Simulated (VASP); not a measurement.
# CsBe3Cr in VASP: single point with LDA

Aim: the single point of CsBe3Cr with LDA.

All numbers are computed with VASP 6.6.1; they aren't measurements. Logs are shortened: lines on timing, memory, paths and dates and some standing lists are left out, and cuts for length are marked.

## Step 1: The cell of the first run

The typed cell holds 10 atoms: a = 6.265 Å, b = 6.265 Å, c = 5.371 Å, α = 90.00°, β = 90.00°, γ = 60.00°.

## Step 2: Single point, LDA

INCAR

```
SYSTEM = CsBe3Cr
ALGO = Normal
EDIFF = 1E-7
ENCUT = 520
ISIF = 2
ISMEAR = -1
LASPH = .TRUE.
LCHARG = .FALSE.
LREAL = .FALSE.
LWAVE = .FALSE.
NBANDS = 38
NELM = 80
PREC = Accurate
SIGMA = 0.1
```

KPOINTS

```
k-points
0
G
  6 6 6
  0 0 0
```

POSCAR

```
CsBe3Cr
1.0
    3.1322850000      5.4252750000      0.0000000000
   -3.1322850000      5.4252750000      0.0000000000
    0.0000000000      0.0000000000      5.3712820000
Be Cr Cs
6 2 2
Direct
    0.1614000000      0.6772000000      0.2715000000
    0.3228000000      0.8386000000      0.7715000000
    0.1614000000      0.1614000000      0.2715000000
    0.8386000000      0.3228000000      0.7715000000
    0.6772000000      0.1614000000      0.2715000000
    0.8386000000      0.8386000000      0.7715000000
    0.0000000000      0.0000000000      0.9954000000
    0.0000000000      0.0000000000      0.4954000000
    0.3333000000      0.3334000000      0.7500000000
    0.6666000000      0.6667000000      0.2500000000
```

Potentials or basis: VASP PAW LDA potentials, release 64 (Be, Cr_pv, Cs_sv).

Command:

```
> cat potpaw_LDA.64/Be/POTCAR potpaw_LDA.64/Cr_pv/POTCAR potpaw_LDA.64/Cs_sv/POTCAR > POTCAR
> mpirun -np 1 vasp_std > vasp.out
```

OUTCAR:

```text
SYSTEM = CsBe3Cr
   EDIFF = 1E-7
   ENCUT = 520
   ISIF = 2
   ISMEAR = -1
   LASPH = .TRUE.
   LREAL = .FALSE.
   NELM = 80
   PREC = Accurate

 ion  position               nearest neighbor table
   1  0.161  0.677  0.272-   8 2.12   7 2.29
   2  0.323  0.839  0.772-   7 2.12   8 2.29
   3  0.161  0.161  0.272-   8 2.12   7 2.29
   4  0.839  0.323  0.772-   7 2.12   8 2.29
   5  0.677  0.161  0.272-   8 2.12   7 2.29
   6  0.839  0.839  0.772-   7 2.12   8 2.29
   7  0.000  0.000  0.995-   6 2.12   4 2.12   2 2.12   3 2.29   5 2.29   1 2.29   8 2.69   8 2.69

   8  0.000  0.000  0.495-   3 2.12   1 2.12   5 2.12   6 2.29   2 2.29   4 2.29   7 2.69   7 2.69

   9  0.333  0.333  0.750-
  10  0.667  0.667  0.250-

  LATTYP: Found a hexagonal cell.
 ALAT       =     6.2645684725
 C/A-ratio  =     0.8574065434

  Lattice vectors:

 A1 = (   3.1322850000,  -5.4252750000,   0.0000000000)
 A2 = (   3.1322850000,   5.4252750000,   0.0000000000)
 A3 = (   0.0000000000,   0.0000000000,   5.3712820000)

Analysis of symmetry for initial positions (statically):
=====================================================================
 Subroutine PRICEL returns:
 Original cell was already a primitive cell.

 Routine SETGRP: Setting up the symmetry group for a
 hexagonal supercell.

 Subroutine GETGRP returns: Found  2 space group operations
 (whereof  1 operations were pure point group operations)
 out of a pool of 24 trial point group operations.

The static configuration has the point symmetry C_1 .
 The point group associated with its full space group is C_1h.

Analysis of symmetry for dynamics (positions and initial velocities):
=====================================================================
 Subroutine PRICEL returns:
 Original cell was already a primitive cell.

 Routine SETGRP: Setting up the symmetry group for a
 hexagonal supercell.

 Subroutine GETGRP returns: Found  2 space group operations
 (whereof  1 operations were pure point group operations)
 out of a pool of 24 trial point group operations.

The dynamic configuration has the point symmetry C_1 .
 The point group associated with its full space group is C_1h.

 Subroutine INISYM returns: Found  2 space group operations
 (whereof  1 operations are pure point group operations),
 and found     1 'primitive' translations

----------------------------------------------------------------------------------------

                                     Primitive cell

  volume of cell :     182.5538

  direct lattice vectors                    reciprocal lattice vectors
     3.132285000  5.425275000  0.000000000     0.159627875  0.092161227  0.000000000
    -3.132285000  5.425275000  0.000000000    -0.159627875  0.092161227  0.000000000
     0.000000000  0.000000000  5.371282000     0.000000000  0.000000000  0.186175293

  length of vectors
     6.264568473  6.264568473  5.371282000     0.184322409  0.184322409  0.186175293

  position of ions in fractional coordinates (direct lattice)
     0.161400000  0.677200000  0.271500000
     0.322800000  0.838600000  0.771500000
     0.161400000  0.161400000  0.271500000
     0.838600000  0.322800000  0.771500000
     0.677200000  0.161400000  0.271500000
     0.838600000  0.838600000  0.771500000
     0.000000000  0.000000000  0.995400000
     0.000000000  0.000000000  0.495400000
     0.333300000  0.333400000  0.750000000
     0.666600000  0.666700000  0.250000000

  ion indices of the primitive-cell ions
   primitive index   ion index
                 1           1
                 2           2
                 3           3
                 4           4
                 5           5
                 6           6
                 7           7
                 8           8
                 9           9
                10          10

----------------------------------------------------------------------------------------

 KPOINTS: k-points

Automatic generation of k-mesh.
 Grid dimensions read from file:
 generate k-points for:    6    6    6

 Generating k-lattice:

  Cartesian coordinates                     Fractional coordinates (reciprocal lattice)
     0.026604646  0.015360204  0.000000000     0.166666667  0.000000000  0.000000000
    -0.026604646  0.015360204  0.000000000     0.000000000  0.166666667  0.000000000
     0.000000000  0.000000000  0.031029215     0.000000000  0.000000000  0.166666667

  Length of vectors
     0.030720401  0.030720401  0.031029215

  Shift w.r.t. Gamma in fractional coordinates (k-lattice)
     0.000000000  0.000000000  0.000000000

 Subroutine IBZKPT returns following result:
 ===========================================

 Found     68 irreducible k-points:

 Following reciprocal coordinates:
            Coordinates               Weight
  0.000000  0.000000  0.000000      1.000000
  0.166667  0.000000  0.000000      4.000000
  0.166667  0.166667  0.000000      2.000000
  0.333333 -0.000000  0.000000      4.000000
  0.333333  0.333333  0.000000      2.000000
  0.500000  0.000000  0.000000      2.000000
[... 16 lines left out ...]
  0.333333  0.166667  0.166667      4.000000
  0.166667  0.333333  0.166667      4.000000
 [... further k-points ...]
   k-points           NKPTS =     68   k-points in BZ     NKDIM =     68   number of bands    NBANDS=     38
   number of dos      NEDOS =    301   number of ions     NIONS =     10
   total plane-waves  NPLWV =  92160
   dimension x,y,z NGX =    48 NGY =   48 NGZ =   40
   dimension x,y,z NGXF=    96 NGYF=   96 NGZF=   80
   ions per type =               6   2   2
   NGX,Y,Z   is equivalent  to a cutoff of  12.74, 12.74, 12.38 a.u.
   NGXF,Y,Z  is equivalent  to a cutoff of  25.48, 25.48, 24.76 a.u.
 SYSTEM =  CsBe3Cr
   PREC   = accura    normal or accurate (medium, high low for compatibility)
   ISTART =      0    job   : 0-new  1-cont  2-samecut
   ICHARG =      2    charge: 1-file 2-atom 10-const
   ISPIN  =      1    spin polarized calculation?
   LNONCOLLINEAR =      F non collinear calculations
   LSORBIT =      F    spin-orbit coupling
   LASPH  =      T    aspherical Exc in radial PAW
   ENCUT  =  520.0 eV  38.22 Ry    6.18 a.u.  11.65 11.65  9.99*2*pi/ulx,y,z
   NELM   =     80;   NELMIN=  2; NELMDL= -5     # of ELM steps
   EDIFF  = 0.1E-06   stopping-criterion for ELM
   LREAL  =      F    real-space projection
   EDIFFG = 0.1E-05   stopping-criterion for IOM
   NSW    =      0    number of steps for IOM
   IBRION =     -1    ionic relax: 0-MD 1-quasi-New 2-CG
   NFREE  =      0    steps in history (QN), initial steepest desc. (CG)
   ISIF   =      2    stress and relaxation
   ISYM   =      2    0-nonsym 1-usesym 2-fastsym
   POTIM  = 0.5000    time-step for ionic-motion
   TEBEG  =    0.0;   TEEND  =   0.0 temperature during run
   PSTRESS=    0.0 pullay stress
   NELECT =      54.0000    total number of electrons
   NUPDOWN=      -1.0000    fix difference up-down
   EMIN   =  10.00;   EMAX   =-10.00  energy-range for DOS
   EFERMI =   0.00;   METHOD = LEGACY
   ISMEAR =    -1;   SIGMA  =   0.10  broadening in eV -4-tet -1-fermi 0-gaus
   EFERMI_NEDOS =   21; number of points for ismear=-14 and -15
   IALGO  =     38    algorithm
   IMIX   =      4    mixing-type and parameters
     AMIX     =   0.40;   BMIX     =  1.00
     AMIX_MAG =   1.60;   BMIX_MAG =  1.00
  volume/ion in A,a.u.               =      18.26       123.19
  Fermi-wavevector in a.u.,A,eV,Ry     =   1.090793  2.061300 16.188618  1.189830
  Thomas-Fermi vector in A             =   2.227025
   LORBIT       =      0    0 simple, 1 ext, 2 COOP (PROOUT), +10 PAW based schemes
   GGA     = CA    functional components
   LHFCALC =     F    Hartree Fock is set to
   AEXX    =    0.0000 exact exchange contribution
   IVDW    =     0    specifies the selected vdW correction
   LEPSILON=     F    determine dielectric tensor
   LRPA    =     F    only Hartree local field effects (RPA)
 non-spin polarized calculation
  energy-cutoff  :      520.00
  volume of cell :      182.55
 maximum number of plane-waves:      4964
 NGX is ok and might be reduce to    48
   NGX = 23   NGY = 23   NGZ = 19

 number of electron      53.9999980 magnetization

 Free energy of the ion-electron system (eV)
  ---------------------------------------------------
  ext. energy  EPLUGINS =         0.00000000
  ---------------------------------------------------
  free energy    TOTEN  =       -34.70476311 eV

  energy without entropy =      -34.36087139  energy(sigma->0) =      -34.53281725

 E-fermi :   3.3689     XC(G=0):  -9.6475

 val. band max:        3.3688502416   @ k =  -0.3333   0.3333   0.0000
 cond. band min:       3.3856026275   @ k =   0.3333  -0.0000   0.3333
 fundamental gap:      0.0167523859
 Fermi energy:         3.3689316047

 k-point     1 :       0.0000    0.0000    0.0000
  band No.  band energies     occupation
      1     -38.5167      2.00000
      2     -38.2114      2.00000
      3     -38.1830      2.00000
      4     -38.1829      2.00000
      5     -38.1482      2.00000
      6     -38.1482      2.00000
[... 30 lines left out ...]
     37       6.8803      0.00000
     38       6.8918      0.00000

 k-point     2 :       0.1667    0.0000    0.0000
  band No.  band energies     occupation
      1     -38.5167      2.00000
      2     -38.2114      2.00000
      3     -38.1829      2.00000
      4     -38.1829      2.00000
      5     -38.1482      2.00000
      6     -38.1482      2.00000
[... 30 lines left out ...]
     37       6.8252      0.00000
     38       7.2011      0.00000

 k-point     3 :       0.1667    0.1667    0.0000
  band No.  band energies     occupation
      1     -38.5167      2.00000
      2     -38.2114      2.00000
      3     -38.1829      2.00000
      4     -38.1829      2.00000
      5     -38.1482      2.00000
      6     -38.1482      2.00000
[... 30 lines left out ...]
     37       6.8252      0.00000
     38       7.2017      0.00000

 k-point     4 :       0.3333   -0.0000    0.0000
  band No.  band energies     occupation
      1     -38.5167      2.00000
      2     -38.2114      2.00000
      3     -38.1829      2.00000
      4     -38.1829      2.00000
      5     -38.1482      2.00000
      6     -38.1482      2.00000
[... 30 lines left out ...]
     37       6.6554      0.00000
     38       7.7884      0.00000
[... 703 lines left out ...]
      4     -38.1806      2.00000
      5     -38.1505      2.00000
      6     -38.1505      2.00000
[... 30 lines left out ...]
     37       6.7577      0.00000
     38       7.3185      0.00000

 k-point    23 :       0.3333    0.1667    0.1667
  band No.  band energies     occupation
      1     -38.4966      2.00000
      2     -38.2322      2.00000
      3     -38.1806      2.00000
      4     -38.1806      2.00000
      5     -38.1505      2.00000
      6     -38.1505      2.00000
[... 30 lines left out ...]
     37       6.8176      0.00000
     38       7.5094      0.00000

 k-point    24 :       0.1667    0.3333    0.1667
  band No.  band energies     occupation
      1     -38.4966      2.00000
      2     -38.2322      2.00000
      3     -38.1806      2.00000
      4     -38.1806      2.00000
      5     -38.1505      2.00000
      6     -38.1505      2.00000
[... 30 lines left out ...]
     37       6.8176      0.00000
     38       7.5094      0.00000

 [... further k-points ...]

------------------------ aborting loop because EDIFF is reached ----------------------------------------

  FORCE on cell =-STRESS in cart. coord.  units (eV):
  Direction    XX          YY          ZZ          XY          YZ          ZX
  --------------------------------------------------------------------------------------
  -------------------------------------------------------------------------------------
  Total        5.4945209      5.4918338      0.9667968      0.0000000      0.0000000     -0.0000876
  in kB       48.2224681     48.1988852      8.4850576      0.0000000      0.0000000     -0.0007691
  external PRESSURE =      34.9688036 kB  Pullay stress =       0.0000000 kB

 VOLUME and BASIS-vectors are now :
 -----------------------------------------------------------------------------
  energy-cutoff  :      520.00
  volume of cell :      182.55
      direct lattice vectors                 reciprocal lattice vectors
     3.132285000  5.425275000  0.000000000     0.159627875  0.092161227  0.000000000
    -3.132285000  5.425275000  0.000000000    -0.159627875  0.092161227  0.000000000
     0.000000000  0.000000000  5.371282000     0.000000000  0.000000000  0.186175293

 POSITION                                       TOTAL-FORCE (eV/Angst)
 -----------------------------------------------------------------------------------
     -1.61563      4.54964      1.45830         0.132585     -0.077493     -0.604860
     -1.61563      6.30091      4.14394         0.132585      0.077493     -0.604860
      0.00000      1.75128      1.45830        -0.000679      0.153843     -0.604802
      1.61563      6.30091      4.14394        -0.133046      0.076976     -0.604761
      1.61563      4.54964      1.45830        -0.133046     -0.076976     -0.604761
      0.00000      9.09927      4.14394        -0.000679     -0.153843     -0.604802
      0.00000      0.00000      5.34657        -0.000203      0.000005      1.394429
      0.00000      0.00000      2.66093        -0.000203     -0.000005      1.394429
     -0.00031      3.61703      4.02846         0.001343     -0.000798      0.419995
     -0.00031      7.23352      1.34282         0.001343      0.000798      0.419995
 -----------------------------------------------------------------------------------
    total drift:                               -0.000037     -0.000000      0.000602

  FREE ENERGIE OF THE ION-ELECTRON SYSTEM (eV)
  ---------------------------------------------------
  free  energy   TOTEN  =       -34.7047631120 eV

  energy  without entropy=      -34.3608713881  energy(sigma->0) =      -34.53281725
```

Wall time 7.7 min (1 thread of Intel Xeon Platinum 8259CL at 2.50GHz (Skylake/Cascade Lake), shared host); peak memory 0.51 GiB.

Results:

```yaml
Free_energy: -34.7048 eV
Pressure: 3.5 GPa
Largest_force: 1.394 eV/Å
Band_gap_on_the_k_mesh: zero (bands 27 and 28 overlap by 0.52 eV)
```

Forces on the atoms (eV/Å):
```
Be   0.133 -0.077 -0.605
Be   0.133  0.077 -0.605
Be  -0.001  0.154 -0.605
Be  -0.133  0.077 -0.605
Be  -0.133 -0.077 -0.605
Be  -0.001 -0.154 -0.605
Cr   0.000  0.000  1.394
Cr   0.000  0.000  1.394
Cs   0.001 -0.001  0.420
Cs   0.001  0.001  0.420
```

Caveat: the cell stands under pressure; spin-orbit coupling is left out, which moves the levels of the heavy elements; the run has no spin polarisation, though such a crystal can be magnetic; forces of over 1 eV/Å act on the atoms, so gaps and moduli don't describe the material at rest. Spin polarisation is off, so any magnetic state and its effect on volume and gap are missing.
